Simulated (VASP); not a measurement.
# Pt (Pm-3m) in VASP: a series of runs, part 3 of 3

VASP 6.6.1. Earlier steps stand in the parts before.

### Step 4. Single point, r2SCAN

This run uses another cell than the first one, of 16.95 Å³/atom, 1.037 times its volume.

POSCAR

```
Pt
1.0
    2.5687193857      0.0000000000      0.0000000000
    0.0000000000      2.5687193857      0.0000000000
    0.0000000000      0.0000000000      2.5687193857
Pt
1
Direct
    0.0000000000      0.0000000000      0.0000000000
```

INCAR.step1

```
ALGO = Normal
EDIFF = 1E-4
ENCUT = 520
GGA = PE
ISMEAR = -1
LASPH = T
LCHARG = F
LREAL = F
LWAVE = T
NBANDS = 11
NELM = 80
PREC = Accurate
SIGMA = 0.05
```

INCAR.step2

```
ALGO = Normal
EDIFF = 1E-6
ENCUT = 520
ISIF = 2
ISMEAR = -1
ISTART = 1
LASPH = T
LCHARG = F
LMIXTAU = T
LREAL = F
LWAVE = F
METAGGA = R2SCAN
NBANDS = 11
NELM = 80
PREC = Accurate
SIGMA = 0.05
```

KPOINTS

```
k-points
0
Gamma
  8 8 8
```

Potentials or basis: VASP PAW PBE potentials, release 64 (Pt).

Run with:

```
cat potpaw_PBE.64/Pt/POTCAR > POTCAR
cp INCAR.step1 INCAR
mpirun -np 1 vasp_std > vasp.out
cp INCAR.step2 INCAR
mpirun -np 1 vasp_std > vasp.out
```

OUTCAR:

```text
EDIFF = 1E-6
   ENCUT = 520
   ISIF = 2
   ISMEAR = -1
   ISTART = 1
   LASPH = T
   LREAL = F
   METAGGA = R2SCAN
   NELM = 80
   PREC = Accurate

 ion  position               nearest neighbor table
   1  0.000  0.000  0.000-

  LATTYP: Found a simple cubic cell.
 ALAT       =     2.5687193857

  Lattice vectors:

 A1 = (   2.5687193857,   0.0000000000,   0.0000000000)
 A2 = (   0.0000000000,   2.5687193857,   0.0000000000)
 A3 = (   0.0000000000,   0.0000000000,   2.5687193857)

Analysis of symmetry for initial positions (statically):
=====================================================================
 Subroutine PRICEL returns:
 Original cell was already a primitive cell.

 Routine SETGRP: Setting up the symmetry group for a
 simple cubic supercell.

 Subroutine GETGRP returns: Found 48 space group operations
 (whereof 48 operations were pure point group operations)
 out of a pool of 48 trial point group operations.

The static configuration has the point symmetry O_h .

Analysis of symmetry for dynamics (positions and initial velocities):
=====================================================================
 Subroutine PRICEL returns:
 Original cell was already a primitive cell.

 Routine SETGRP: Setting up the symmetry group for a
 simple cubic supercell.

 Subroutine GETGRP returns: Found 48 space group operations
 (whereof 48 operations were pure point group operations)
 out of a pool of 48 trial point group operations.

The dynamic configuration has the point symmetry O_h .

 Subroutine INISYM returns: Found 48 space group operations
 (whereof 48 operations are pure point group operations),
 and found     1 'primitive' translations

----------------------------------------------------------------------------------------

                                     Primitive cell

  volume of cell :      16.9492

  direct lattice vectors                    reciprocal lattice vectors
     2.568719386  0.000000000  0.000000000     0.389299044  0.000000000  0.000000000
     0.000000000  2.568719386  0.000000000     0.000000000  0.389299044  0.000000000
     0.000000000  0.000000000  2.568719386     0.000000000  0.000000000  0.389299044

  length of vectors
     2.568719386  2.568719386  2.568719386     0.389299044  0.389299044  0.389299044

  position of ions in fractional coordinates (direct lattice)
     0.000000000  0.000000000  0.000000000

  ion indices of the primitive-cell ions
   primitive index   ion index
                 1           1

----------------------------------------------------------------------------------------

 KPOINTS: k-points

Automatic generation of k-mesh.
 Grid dimensions read from file:
 generate k-points for:    8    8    8

 Generating k-lattice:

  Cartesian coordinates                     Fractional coordinates (reciprocal lattice)
     0.048662380  0.000000000  0.000000000     0.125000000  0.000000000  0.000000000
     0.000000000  0.048662380  0.000000000     0.000000000  0.125000000  0.000000000
     0.000000000  0.000000000  0.048662380     0.000000000  0.000000000  0.125000000

  Length of vectors
     0.048662380  0.048662380  0.048662380

  Shift w.r.t. Gamma in fractional coordinates (k-lattice)
     0.000000000  0.000000000  0.000000000

 Subroutine IBZKPT returns following result:
 ===========================================

 Found     35 irreducible k-points:

 Following reciprocal coordinates:
            Coordinates               Weight
  0.000000  0.000000  0.000000      1.000000
  0.125000  0.000000  0.000000      6.000000
  0.250000  0.000000  0.000000      6.000000
  0.375000  0.000000  0.000000      6.000000
  0.500000  0.000000  0.000000      3.000000
  0.125000  0.125000  0.000000     12.000000
[... 16 lines left out ...]
  0.375000  0.375000  0.125000     24.000000
  0.500000  0.375000  0.125000     24.000000
 [... further k-points ...]
   k-points           NKPTS =     35   k-points in BZ     NKDIM =     35   number of bands    NBANDS=     11
   number of dos      NEDOS =    301   number of ions     NIONS =      1
   total plane-waves  NPLWV =   8000
   dimension x,y,z NGX =    20 NGY =   20 NGZ =   20
   dimension x,y,z NGXF=    40 NGYF=   40 NGZF=   40
   ions per type =               1
   NGX,Y,Z   is equivalent  to a cutoff of  12.94, 12.94, 12.94 a.u.
   NGXF,Y,Z  is equivalent  to a cutoff of  25.89, 25.89, 25.89 a.u.
 SYSTEM =  unknown system
   PREC   = accura    normal or accurate (medium, high low for compatibility)
   ISTART =      1    job   : 0-new  1-cont  2-samecut
   ICHARG =      0    charge: 1-file 2-atom 10-const
   ISPIN  =      1    spin polarized calculation?
   LNONCOLLINEAR =      F non collinear calculations
   LSORBIT =      F    spin-orbit coupling
   LASPH  =      T    aspherical Exc in radial PAW
   ENCUT  =  520.0 eV  38.22 Ry    6.18 a.u.   4.78  4.78  4.78*2*pi/ulx,y,z
   NELM   =     80;   NELMIN=  2; NELMDL=  0     # of ELM steps
   EDIFF  = 0.1E-05   stopping-criterion for ELM
   LREAL  =      F    real-space projection
   EDIFFG = 0.1E-04   stopping-criterion for IOM
   NSW    =      0    number of steps for IOM
   IBRION =     -1    ionic relax: 0-MD 1-quasi-New 2-CG
   NFREE  =      0    steps in history (QN), initial steepest desc. (CG)
   ISIF   =      2    stress and relaxation
   ISYM   =      2    0-nonsym 1-usesym 2-fastsym
   POTIM  = 0.5000    time-step for ionic-motion
   TEBEG  =    0.0;   TEEND  =   0.0 temperature during run
   PSTRESS=    0.0 pullay stress
   NELECT =      10.0000    total number of electrons
   NUPDOWN=      -1.0000    fix difference up-down
   EMIN   =  10.00;   EMAX   =-10.00  energy-range for DOS
   EFERMI =   0.00;   METHOD = LEGACY
   ISMEAR =    -1;   SIGMA  =   0.05  broadening in eV -4-tet -1-fermi 0-gaus
   EFERMI_NEDOS =   21; number of points for ismear=-14 and -15
   IALGO  =     38    algorithm
   IMIX   =      4    mixing-type and parameters
     AMIX     =   0.40;   BMIX     =  1.00
     AMIX_MAG =   1.60;   BMIX_MAG =  1.00
  volume/ion in A,a.u.               =      16.95       114.38
  Fermi-wavevector in a.u.,A,eV,Ry     =   1.373066  2.594719 25.651213  1.885311
  Thomas-Fermi vector in A             =   2.498617
   LORBIT       =      0    0 simple, 1 ext, 2 COOP (PROOUT), +10 PAW based schemes
   METAGGA = R2SCAN    functional components
   LHFCALC =     F    Hartree Fock is set to
   AEXX    =    0.0000 exact exchange contribution
   IVDW    =     0    specifies the selected vdW correction
   LEPSILON=     F    determine dielectric tensor
   LRPA    =     F    only Hartree local field effects (RPA)
 non-spin polarized calculation
  energy-cutoff  :      520.00
  volume of cell :       16.95
 maximum number of plane-waves:       480
 NGX is ok and might be reduce to    20
   NGX =  9   NGY =  9   NGZ =  9

 number of electron       9.9999998 magnetization

 Free energy of the ion-electron system (eV)
  ---------------------------------------------------
  ext. energy  EPLUGINS =         0.00000000
  ---------------------------------------------------
  free energy    TOTEN  =       -50.97932106 eV

  energy without entropy =      -50.96294844  energy(sigma->0) =      -50.97113475

 E-fermi :   9.0528     XC(G=0): -13.5770

 val. band max:        9.0438857878   @ k =   0.3750   0.3750   0.2500
 cond. band min:       9.0988377227   @ k =   0.5000   0.3750   0.0000
 fundamental gap:      0.0549519349
 Fermi energy:         9.0528013112

 k-point     1 :       0.0000    0.0000    0.0000
  band No.  band energies     occupation
      1      -0.1508      2.00000
      2       2.6195      2.00000
      3       2.6195      2.00000
      4       9.3036      0.01317
      5       9.3036      0.01317
      6       9.3036      0.01317
      7      25.2710      0.00000
      8      25.2710      0.00000
      9      25.2710      0.00000
     10      31.7672      0.00000
     11      34.5556      0.00000

 k-point     2 :       0.1250    0.0000    0.0000
  band No.  band energies     occupation
      1       0.3102      2.00000
      2       2.7090      2.00000
      3       3.0835      2.00000
      4       8.8700      1.94963
      5       8.8700      1.94963
      6       9.3384      0.00659
      7      22.7196      0.00000
      8      26.1111      0.00000
      9      26.1111      0.00000
     10      32.1201      0.00000
     11      32.8850      0.00000
[... 295 lines left out ...]
 k-point    24 :       0.5000    0.3750    0.1250
  band No.  band energies     occupation
      1       2.9270      2.00000
      2       4.4649      2.00000
      3       6.3556      2.00000
      4       6.7274      2.00000
      5       9.4274      0.00111
      6      14.2654      0.00000
      7      14.6396      0.00000
      8      22.1713      0.00000
      9      23.9838      0.00000
     10      30.3601      0.00000
     11      32.6635      0.00000

 [... further k-points ...]
[... 5 lines left out ...]
  --------------------------------------------------------------------------------------
  -------------------------------------------------------------------------------------
  Total        1.1215281      1.1215281      1.1215281     -0.0000000      0.0000000     -0.0000000
  in kB      106.0158391    106.0158391    106.0158391     -0.0000000      0.0000000     -0.0000000
  external PRESSURE =     106.0158391 kB  Pullay stress =       0.0000000 kB

 VOLUME and BASIS-vectors are now :
 -----------------------------------------------------------------------------
  energy-cutoff  :      520.00
  volume of cell :       16.95
      direct lattice vectors                 reciprocal lattice vectors
     2.568719386  0.000000000  0.000000000     0.389299044  0.000000000  0.000000000
     0.000000000  2.568719386  0.000000000     0.000000000  0.389299044  0.000000000
     0.000000000  0.000000000  2.568719386     0.000000000  0.000000000  0.389299044

 POSITION                                       TOTAL-FORCE (eV/Angst)
 -----------------------------------------------------------------------------------
      0.00000      0.00000      0.00000         0.000000      0.000000      0.000000
 -----------------------------------------------------------------------------------
    total drift:                                0.000000      0.000000      0.000000

  FREE ENERGIE OF THE ION-ELECTRON SYSTEM (eV)
  ---------------------------------------------------
  free  energy   TOTEN  =       -50.9793210616 eV

  energy  without entropy=      -50.9629484363  energy(sigma->0) =      -50.97113475
```

OSZICAR.step1:

```text
N       E                     dE             d eps       ncg     rms          rms(c)
DAV:   1     0.409693127176E+02    0.40969E+02   -0.52354E+03   786   0.833E+02
DAV:   2    -0.517907331279E+01   -0.46148E+02   -0.44657E+02   872   0.176E+02
DAV:   3    -0.586512412730E+01   -0.68605E+00   -0.68210E+00   892   0.198E+01
DAV:   4    -0.586851814151E+01   -0.33940E-02   -0.33936E-02   902   0.164E+00
DAV:   5    -0.586855220264E+01   -0.34061E-04   -0.34061E-04   899   0.157E-01    0.108E+01
DAV:   6    -0.556468953243E+01    0.30386E+00   -0.82104E-01   833   0.669E+00    0.579E+00
DAV:   7    -0.553697182864E+01    0.27718E-01   -0.81644E-02   881   0.221E+00    0.239E+00
DAV:   8    -0.553388624474E+01    0.30856E-02   -0.27175E-03   860   0.454E-01    0.273E-01
DAV:   9    -0.553381554500E+01    0.70700E-04   -0.12098E-04   541   0.856E-02
   1 F= -.55338155E+01 E0= -.55263539E+01  d E =-.149232E-01
```

Wall time 9.5 s (1 thread of Intel Xeon 6975P-C (Granite Rapids), shared host); peak memory 0.12 GiB.

What came out:

| Quantity | Value |
| --- | --- |
| Free energy | -50.9793 eV |
| Pressure | 10.6 GPa |
| Band gap on the k mesh | zero (band 5 reaches 11.43 eV, above the bottom of band 6 at 7.89 eV) |

Caveat: the PAW data sets were made with another functional, which shifts forces and pressure a little; spin-orbit coupling is left out, which moves the levels of the heavy elements.

### Step 5. Single point, r2SCAN

This run uses another cell than the first one, of 17.72 Å³/atom, 1.084 times its volume.

POSCAR

```
Pt
1.0
    2.6069631821      0.0000000000      0.0000000000
    0.0000000000      2.6069631821      0.0000000000
    0.0000000000      0.0000000000      2.6069631821
Pt
1
Direct
    0.0000000000      0.0000000000      0.0000000000
```

INCAR.step1

```
SYSTEM = Pt
PREC     = Accurate       ! precision mode
ENCUT    = 520            ! plane-wave cutoff, eV
ISMEAR   = -1             ! smearing method
SIGMA    = 0.05           ! smearing width, eV
LREAL    = .FALSE.        ! projectors in reciprocal space
LASPH    = .TRUE.         ! aspherical terms in the spheres
NELM     = 80             ! most SCF steps
NBANDS   = 11             ! bands
GGA      = PE             ! functional
ALGO     = Normal         ! electronic algorithm
EDIFF    = 1E-4           ! SCF threshold, eV
LWAVE    = .TRUE.         ! write WAVECAR
LCHARG   = .FALSE.        ! write CHGCAR
```

INCAR.step2

```
SYSTEM = Pt
PREC     = Accurate       ! precision mode
ENCUT    = 520            ! plane-wave cutoff, eV
EDIFF    = 1E-6           ! SCF threshold, eV
ISMEAR   = -1             ! smearing method
SIGMA    = 0.05           ! smearing width, eV
LREAL    = .FALSE.        ! projectors in reciprocal space
LASPH    = .TRUE.         ! aspherical terms in the spheres
NELM     = 80             ! most SCF steps
ALGO     = Normal         ! electronic algorithm
ISIF     = 2              ! what is computed and relaxed
LWAVE    = .FALSE.        ! write WAVECAR
LCHARG   = .FALSE.        ! write CHGCAR
METAGGA  = R2SCAN         ! meta-GGA
LMIXTAU  = .TRUE.       
NBANDS   = 11             ! bands
ISTART   = 1
```

KPOINTS

```
regular mesh
0
G
  8 8 8
  0 0 0
```

Run with:

```
cat potpaw_PBE.64/Pt/POTCAR > POTCAR
cp INCAR.step1 INCAR
mpirun -np 1 vasp_std > vasp.out
cp INCAR.step2 INCAR
mpirun -np 1 vasp_std > vasp.out
```

It took 9.6 s on 1 thread of Intel Xeon 6975P-C (Granite Rapids), shared host; peak memory 0.13 GiB.

The run converged. Its results:

```
Free energy            : -51.0051 eV
Pressure               : 0.5 GPa
Band gap on the k mesh : zero (band 5 reaches 10.52 eV, above the bottom of band 6 at 7.24 eV)
```

Levels at points of the mesh, in eV from the Fermi level:
```csv
k point,band 2,band 3,band 4,band 5,band 6,band 7,band 8,band 9
"(0.00, 0.00, 0.00)",-6.03,-6.03,0.21,0.21,0.21,15.96,15.96,15.96
"(0.50, 0.00, 0.00)",-5.42,-2.07,-2.07,-0.38,0.43,4.74,17.42,20.57
"(0.50, 0.50, 0.00)",-4.92,-1.65,-1.65,2.04,4.76,4.76,10.10,14.22
"(0.50, 0.50, 0.50)",-5.18,-5.18,2.19,2.19,10.52,10.52,10.52,10.64
```

Caveat: the PAW data sets were made with another functional, which shifts forces and pressure a little; spin-orbit coupling is left out, which moves the levels of the heavy elements.

### Step 6. Summary

| cell | gap on the mesh (eV) | pressure (GPa) |
| --- | --- | --- |
| a = 2.538 Å, 1 atom | none | 20.8 |
| a = 2.512 Å, 1 atom | none | 31.0 |
| a = 2.569 Å, 1 atom | none | 10.6 |
| a = 2.607 Å, 1 atom | none | 0.5 |

Alike in all rows: task single point; level r2SCAN; potentials or basis VASP PAW PBE potentials, release 64 (Pt); no spin polarisation; k mesh 8 × 8 × 8; cutoff (eV) 520; smearing fermi-dirac 0.05 eV.

Caveats: the PAW data sets were made with another functional, which shifts forces and pressure a little; spin-orbit coupling is left out, which moves the levels of the heavy elements.

Total energies depend on the potentials used, so only differences within one code and one set of settings carry meaning.
